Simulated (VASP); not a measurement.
## Y: single point with PBE

The system is Y.

```
Y
1.0
     5.64300    0.00000    0.00000
    -2.82150    4.88698    0.00000
     0.00000    0.00000    3.53194
Y
3
Direct
  0.00000 0.00000 0.00000
  0.33333 0.66667 0.50000
  0.66667 0.33333 0.50000
```

```yaml
Program: VASP 6.6.1
Task: single point
Functional: PBE
Potentials_or_basis: VASP PAW PBE potentials, release 64 (Y_sv)
Cutoff: 520 eV
k_mesh: 9 × 9 × 12
Occupations: gaussian, width 0.1 eV
Spin: no spin polarisation
```

The pressure is -0.1 GPa.

Levels at points of the mesh, in eV from the Fermi level:
| k point | band 13 | band 14 | band 15 | band 16 | band 17 | band 18 | band 19 | band 20 | band 21 | band 22 |
| --- | --- | --- | --- | --- | --- | --- | --- | --- | --- | --- |
| (0.00, 0.00, 0.00) | -4.63 | -1.00 | 0.08 | 0.08 | 0.13 | 0.13 | 0.48 | 1.76 | 2.40 | 2.40 |
| (0.00, 0.00, 0.50) | -1.75 | -1.11 | -1.06 | -1.06 | -0.64 | -0.64 | 1.73 | 1.73 | 2.11 | 2.11 |

Wall time 2.8 min on 1 thread of Intel(R) Xeon(R) 6975P-C (Granite Rapids), with other jobs on the host, peak memory 0.33 GiB.
